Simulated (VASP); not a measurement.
# Hg (P2_1) in VASP: further runs

Hg is run at these levels: PBEsol; tasks: single point.

All numbers are computed with VASP 6.6.1; they aren't measurements. Logs are shortened: lines on timing, memory, paths and dates and some standing lists are left out, and cuts for length are marked.

## (1) The cell of the first run

Symmetry: P2_1, No. 4, monoclinic system. Conventional cell: a = 3.442 Å, b = 11.062 Å, c = 3.442 Å, α = 90.00°, β = 120.00°, γ = 90.00°. Hg (site symmetry 1) has 12 Hg at 3.07 to 4.04 Å within 4.1 Å. Within 4.1 Å of Hg (site symmetry 1) lie 12 Hg at 3.07 to 4.04 Å.

## (2) Single point, PBEsol

INCAR reads:

```
PREC = Accurate
ENCUT = 520
EDIFF = 1E-7
ISMEAR = -1
SIGMA = 0.02
LREAL = False
LASPH = True
NELM = 80
ALGO = Normal
ISIF = 2
LWAVE = False
LCHARG = True
GGA = PS
LELF = True
LVHAR = True
NBANDS = 32
```

KPOINTS reads:

```
Automatic mesh
0
Gamma
  8 8 2
```

POSCAR reads:

```
Hg
1.0
    3.4419409895      0.0000000000      0.0000000000
   -1.7209704948      2.9808083353      0.0000000000
    0.0000000000      0.0000000000     11.0623313100
Hg
4
Direct
   -0.0393063055     -0.0257517396     -0.0047675303
    0.8886231575      0.6264746974      0.2547674555
    0.7059730451      0.0257520751      0.4952322297
    0.7780435049      0.3735251901      0.7547677579
```

Potentials or basis: VASP PAW PBE potentials, release 64 (Hg).

On the command line:

```console
cat potpaw_PBE.64/Hg/POTCAR > POTCAR
mpirun -np 1 vasp_std > vasp.out
```

OUTCAR:

```text
PREC = Accurate
   ENCUT = 520
   EDIFF = 1E-7
   ISMEAR = -1
   LREAL = False
   LASPH = True
   NELM = 80
   ISIF = 2
   GGA = PS

 ion  position               nearest neighbor table
   1  0.961  0.974  0.995-   2 3.07   4 3.20   4 3.23   4 3.61   2 3.73
   2  0.889  0.626  0.255-   1 3.07   3 3.20   3 3.23   3 3.61   1 3.73
   3  0.706  0.026  0.495-   4 3.07   2 3.20   2 3.23   2 3.61   4 3.73
   4  0.778  0.374  0.755-   3 3.07   1 3.20   1 3.23   1 3.61   3 3.73

  LATTYP: Found a hexagonal cell.
 ALAT       =     3.4419409895
 C/A-ratio  =     3.2139805254

  Lattice vectors:

 A1 = (   3.4419409895,   0.0000000000,   0.0000000000)
 A2 = (  -1.7209704948,   2.9808083353,   0.0000000000)
 A3 = (   0.0000000000,   0.0000000000,  11.0623313100)

Analysis of symmetry for initial positions (statically):
=====================================================================
 Subroutine PRICEL returns:
 Original cell was already a primitive cell.

 Routine SETGRP: Setting up the symmetry group for a
 hexagonal supercell.

 Subroutine GETGRP returns: Found  2 space group operations
 (whereof  1 operations were pure point group operations)
 out of a pool of 24 trial point group operations.

The static configuration has the point symmetry C_1 .
 The point group associated with its full space group is C_2 .

Analysis of symmetry for dynamics (positions and initial velocities):
=====================================================================
 Subroutine PRICEL returns:
 Original cell was already a primitive cell.

 Routine SETGRP: Setting up the symmetry group for a
 hexagonal supercell.

 Subroutine GETGRP returns: Found  2 space group operations
 (whereof  1 operations were pure point group operations)
 out of a pool of 24 trial point group operations.

The dynamic configuration has the point symmetry C_1 .
 The point group associated with its full space group is C_2 .

 Subroutine INISYM returns: Found  2 space group operations
 (whereof  1 operations are pure point group operations),
 and found     1 'primitive' translations

----------------------------------------------------------------------------------------

                                     Primitive cell

  volume of cell :     113.4969

[... 87 lines left out ...]
   LNONCOLLINEAR =      F non collinear calculations
   LSORBIT =      F    spin-orbit coupling
   LASPH  =      T    aspherical Exc in radial PAW
   ENCUT  =  520.0 eV  38.22 Ry    6.18 a.u.   6.40  6.40 20.57*2*pi/ulx,y,z
   NELM   =     80;   NELMIN=  2; NELMDL= -5     # of ELM steps
   EDIFF  = 0.1E-06   stopping-criterion for ELM
   LREAL  =      F    real-space projection
   EDIFFG = 0.1E-05   stopping-criterion for IOM
   NSW    =      0    number of steps for IOM
   IBRION =     -1    ionic relax: 0-MD 1-quasi-New 2-CG
   NFREE  =      0    steps in history (QN), initial steepest desc. (CG)
   ISIF   =      2    stress and relaxation
   ISYM   =      2    0-nonsym 1-usesym 2-fastsym
   POTIM  = 0.5000    time-step for ionic-motion
   TEBEG  =    0.0;   TEEND  =   0.0 temperature during run
   PSTRESS=    0.0 pullay stress
   NELECT =      48.0000    total number of electrons
   NUPDOWN=      -1.0000    fix difference up-down
   EMIN   =  10.00;   EMAX   =-10.00  energy-range for DOS
   EFERMI =   0.00;   METHOD = LEGACY
   ISMEAR =    -1;   SIGMA  =   0.02  broadening in eV -4-tet -1-fermi 0-gaus
   EFERMI_NEDOS =   21; number of points for ismear=-14 and -15
   IALGO  =     38    algorithm
   IMIX   =      4    mixing-type and parameters
     AMIX     =   0.40;   BMIX     =  1.00
     AMIX_MAG =   1.60;   BMIX_MAG =  1.00
  volume/ion in A,a.u.               =      28.37       191.48
  Fermi-wavevector in a.u.,A,eV,Ry     =   1.228836  2.322163 20.545307  1.510037
  Thomas-Fermi vector in A             =   2.363746
   LORBIT       =      0    0 simple, 1 ext, 2 COOP (PROOUT), +10 PAW based schemes
   GGA     = PS    functional components
   LHFCALC =     F    Hartree Fock is set to
   AEXX    =    0.0000 exact exchange contribution
   IVDW    =     0    specifies the selected vdW correction
   LEPSILON=     F    determine dielectric tensor
   LRPA    =     F    only Hartree local field effects (RPA)
 non-spin polarized calculation
  energy-cutoff  :      520.00
  volume of cell :      113.50
 maximum number of plane-waves:      3086
 NGX is ok and might be reduce to    28
   NGX = 13   NGY = 13   NGZ = 41

 number of electron      48.0000002 magnetization

 Free energy of the ion-electron system (eV)
  ---------------------------------------------------
  ext. energy  EPLUGINS =         0.00000000
  ---------------------------------------------------
  free energy    TOTEN  =        -2.00153436 eV

  energy without entropy =       -2.00082486  energy(sigma->0) =       -2.00117961

 E-fermi :   1.0814     XC(G=0): -10.0459

 val. band max:        0.9283230987   @ k =   0.5000   0.5000   0.0000
 cond. band min:       1.0997559501   @ k =   0.3750   0.1250   0.0000
 fundamental gap:      0.1714328515
 Fermi energy:         1.0813796186

 k-point     1 :       0.0000    0.0000    0.0000
  band No.  band energies     occupation
      1      -6.5465      2.00000
      2      -5.8367      2.00000
      3      -5.8203      2.00000
      4      -5.7144      2.00000
      5      -5.5490      2.00000
      6      -5.2563      2.00000
[... 829 lines left out ...]
     31       7.3769      0.00000
     32       7.4332      0.00000

 [... further k-points ...]

------------------------ aborting loop because EDIFF is reached ----------------------------------------

  FORCE on cell =-STRESS in cart. coord.  units (eV):
  Direction    XX          YY          ZZ          XY          YZ          ZX
  --------------------------------------------------------------------------------------
  -------------------------------------------------------------------------------------
  Total       -2.5718478     -2.1709710     -1.3413425     -0.3549385      0.0000000      0.0000000
  in kB      -36.3054405    -30.6464709    -18.9350356     -5.0104833      0.0000000      0.0000000
  external PRESSURE =     -28.6289823 kB  Pullay stress =       0.0000000 kB

 VOLUME and BASIS-vectors are now :
 -----------------------------------------------------------------------------
  energy-cutoff  :      520.00
  volume of cell :      113.50
      direct lattice vectors                 reciprocal lattice vectors
     3.441940989  0.000000000  0.000000000     0.290533743  0.167739735  0.000000000
    -1.720970495  2.980808335  0.000000000     0.000000000  0.335479470  0.000000000
     0.000000000  0.000000000 11.062331310     0.000000000  0.000000000  0.090396859

 POSITION                                       TOTAL-FORCE (eV/Angst)
 -----------------------------------------------------------------------------------
      1.63000      2.90405     11.00959        -0.010550     -0.007591      0.031815
      1.98044      1.86740      2.81832         0.000233     -0.000968     -0.031815
      2.38560      0.07676      5.47842         0.010550      0.007591      0.031815
      2.03515      1.11341      8.34949        -0.000233      0.000968     -0.031815
 -----------------------------------------------------------------------------------
    total drift:                                0.000095     -0.000579      0.000054

  FREE ENERGIE OF THE ION-ELECTRON SYSTEM (eV)
  ---------------------------------------------------
  free  energy   TOTEN  =        -2.0015343617 eV

  energy  without entropy=       -2.0008248597  energy(sigma->0) =       -2.00117961
```

OSZICAR:

```text
N       E                     dE             d eps       ncg     rms          rms(c)
DAV:   1     0.384306601943E+03    0.38431E+03   -0.23832E+04  4352   0.142E+03
DAV:   2     0.101461219446E+02   -0.37416E+03   -0.35244E+03  4544   0.370E+02
DAV:   3    -0.207324724005E+01   -0.12219E+02   -0.12049E+02  5112   0.715E+01
DAV:   4    -0.212869832480E+01   -0.55451E-01   -0.55438E-01  4592   0.399E+00
DAV:   5    -0.212881163572E+01   -0.11331E-03   -0.11331E-03  5024   0.187E-01    0.424E+00
DAV:   6    -0.201022561933E+01    0.11859E+00   -0.32002E-01  4544   0.453E+00    0.349E+00
DAV:   7    -0.200186818044E+01    0.83574E-02   -0.38254E-02  4736   0.126E+00    0.185E+00
DAV:   8    -0.200147295373E+01    0.39523E-03   -0.37616E-03  4560   0.559E-01    0.109E-01
DAV:   9    -0.200149702686E+01   -0.24073E-04   -0.96240E-05  5168   0.781E-02    0.306E-02
DAV:  10    -0.200153471612E+01   -0.37689E-04   -0.36287E-05  4536   0.460E-02    0.471E-03
DAV:  11    -0.200153431233E+01    0.40379E-06   -0.32049E-07  4120   0.321E-03    0.135E-03
DAV:  12    -0.200153436173E+01   -0.49396E-07   -0.53663E-08  2720   0.137E-03
   1 F= -.20015344E+01 E0= -.20011796E+01  d E =-.709502E-03
```

Wall time 4.7 min (1 thread of Intel Xeon 8259CL, shared host); peak memory 0.35 GiB.

Results:

| Property | Result |
| --- | --- |
| Free energy | -2.0015 eV |
| Pressure | -2.9 GPa |
| Largest force | 0.034 eV/Å |
| Band gap on the k mesh | zero (bands 24 and 25 overlap by 1.06 eV) |

Forces on the atoms (eV/Å):
```
Hg  -0.011 -0.008  0.032
Hg   0.000 -0.001 -0.032
Hg   0.011  0.008  0.032
Hg   0.000  0.001 -0.032
```

Caveat: the PAW data sets were made with another functional, which shifts forces and pressure a little; spin-orbit coupling is left out, which moves the levels of the heavy elements.

## (3) Single point, PBEsol

INCAR reads:

```
ALGO = Normal ; EDIFF = 1E-7
ENCUT = 520 ; GGA = PS
ISIF = 2 ; ISMEAR = -1
LASPH = True ; LCHARG = False
LREAL = False ; LWAVE = False
NBANDS = 32 ; NELM = 100
PREC = Accurate ; SIGMA = 0.02
```

KPOINTS reads:

```
k-points
0
Gamma
  8 8 2
```

POSCAR reads:

```
Hg
1.0
    3.4419409895      0.0000000000      0.0000000000
   -1.7209704948      2.9808083353      0.0000000000
    0.0000000000      0.0000000000     11.0623313100
Hg
4
Direct
   -0.0259039930     -0.0027606606     -0.0012351827
    1.0463186519      0.5823836372      0.2512348367
    0.8592380293      0.0027609960      0.4987653005
    0.7870139773      0.4176159149      0.7512350487
```

Potentials or basis: VASP PAW PBE potentials, release 64 (Hg).

On the command line:

```console
cat potpaw_PBE.64/Hg/POTCAR > POTCAR
mpirun -np 1 vasp_std > vasp.out
```

OUTCAR:

```text
EDIFF = 1E-7
   ENCUT = 520
   GGA = PS
   ISIF = 2
   ISMEAR = -1
   LASPH = True
   LREAL = False
   NELM = 100
   PREC = Accurate

 ion  position               nearest neighbor table
   1  0.974  0.997  0.999-   2 3.20   4 3.26   4 3.31   2 3.38   4 3.66
   2  0.046  0.582  0.251-   1 3.20   3 3.26   3 3.31   1 3.38   3 3.66
   3  0.859  0.003  0.499-   4 3.20   2 3.26   2 3.31   4 3.38   2 3.66
   4  0.787  0.418  0.751-   3 3.20   1 3.26   1 3.31   3 3.38   1 3.66

[... 1042 lines left out ...]
  Direction    XX          YY          ZZ          XY          YZ          ZX
  --------------------------------------------------------------------------------------
  -------------------------------------------------------------------------------------
  Total       -2.5698031     -2.2525238     -1.6742594     -0.2778281      0.0000000      0.0000000
  in kB      -36.2765761    -31.7977090    -23.6346514     -3.9219549      0.0000000      0.0000000
  external PRESSURE =     -30.5696455 kB  Pullay stress =       0.0000000 kB

 VOLUME and BASIS-vectors are now :
 -----------------------------------------------------------------------------
  energy-cutoff  :      520.00
  volume of cell :      113.50
      direct lattice vectors                 reciprocal lattice vectors
     3.441940989  0.000000000  0.000000000     0.290533743  0.167739735  0.000000000
    -1.720970495  2.980808335  0.000000000     0.000000000  0.335479470  0.000000000
     0.000000000  0.000000000 11.062331310     0.000000000  0.000000000  0.090396859

 POSITION                                       TOTAL-FORCE (eV/Angst)
 -----------------------------------------------------------------------------------
      1.63656      2.97258     11.04867         0.000558     -0.000180      0.009795
     -0.84284      1.73597      2.77924        -0.009671     -0.006165     -0.009795
      2.95270      0.00823      5.51751        -0.000558      0.000180      0.009795
      1.99015      1.24483      8.31041         0.009671      0.006165     -0.009795
 -----------------------------------------------------------------------------------
    total drift:                                0.000709      0.003250      0.000038

  FREE ENERGIE OF THE ION-ELECTRON SYSTEM (eV)
  ---------------------------------------------------
  free  energy   TOTEN  =        -2.0037888866 eV

  energy  without entropy=       -2.0030037146  energy(sigma->0) =       -2.00339630
```

OSZICAR:

```text
N       E                     dE             d eps       ncg     rms          rms(c)
DAV:   1     0.384104384901E+03    0.38410E+03   -0.23831E+04  4352   0.142E+03
DAV:   2     0.101222997019E+02   -0.37398E+03   -0.35114E+03  4488   0.370E+02
DAV:   3    -0.206970511776E+01   -0.12192E+02   -0.12029E+02  5072   0.715E+01
DAV:   4    -0.212278486372E+01   -0.53080E-01   -0.53073E-01  4488   0.394E+00
DAV:   5    -0.212289293812E+01   -0.10807E-03   -0.10807E-03  5200   0.185E-01    0.400E+00
DAV:   6    -0.201165402133E+01    0.11124E+00   -0.30141E-01  4480   0.439E+00    0.333E+00
DAV:   7    -0.200404186485E+01    0.76122E-02   -0.34552E-02  4704   0.119E+00    0.182E+00
DAV:   8    -0.200373085071E+01    0.31101E-03   -0.34696E-03  4600   0.532E-01    0.105E-01
DAV:   9    -0.200375277355E+01   -0.21923E-04   -0.97274E-05  5152   0.789E-02    0.296E-02
DAV:  10    -0.200378932732E+01   -0.36554E-04   -0.35753E-05  4488   0.462E-02    0.553E-03
DAV:  11    -0.200378889094E+01    0.43638E-06   -0.25978E-07  4048   0.289E-03    0.107E-03
DAV:  12    -0.200378888656E+01    0.43792E-08   -0.27138E-08  2584   0.101E-03
   1 F= -.20037889E+01 E0= -.20033963E+01  d E =-.785172E-03
```

Run time: 4.3 min. Hardware: 1 thread of Intel Xeon 8259CL, shared host; peak memory 0.35 GiB.

Results:

```
Free energy            : -2.0038 eV
Pressure               : -3.1 GPa
Largest force          : 0.015 eV/Å
Band gap on the k mesh : zero (bands 24 and 25 overlap by 0.86 eV)
```

Forces in eV/Å, atoms in the order of the input:
```
Hg   0.001  0.000  0.010
Hg  -0.010 -0.006 -0.010
Hg  -0.001  0.000  0.010
Hg   0.010  0.006 -0.010
```

Levels at points of the mesh, in eV from the Fermi level:
| k point | band 22 | band 23 | band 24 | band 25 | band 26 | band 27 |
| --- | --- | --- | --- | --- | --- | --- |
| (0.00, 0.00, 0.00) | -5.66 | -5.33 | -1.59 | -0.72 | 6.10 | 6.23 |
| (0.50, 0.00, 0.00) | -1.96 | -1.71 | -0.92 | 0.18 | 0.43 | 1.96 |
| (0.00, 0.50, 0.00) | -2.23 | -1.10 | -0.96 | -0.39 | -0.29 | 2.65 |
| (0.50, 0.50, 0.00) | -2.23 | -1.06 | -1.00 | -0.35 | -0.33 | 2.70 |
| (0.00, 0.00, 0.50) | -5.49 | -3.88 | -3.88 | 2.24 | 2.24 | 10.46 |
| (0.50, 0.00, 0.50) | -2.41 | -1.06 | -1.06 | 0.14 | 0.14 | 2.01 |
| (0.00, 0.50, 0.50) | -2.01 | -1.76 | -1.76 | 1.09 | 1.09 | 1.25 |
| (0.50, 0.50, 0.50) | -2.00 | -1.77 | -1.77 | 1.12 | 1.12 | 1.22 |

Caveat: the cell stands under tension; the PAW data sets were made with another functional, which shifts forces and pressure a little; spin-orbit coupling is left out, which moves the levels of the heavy elements.
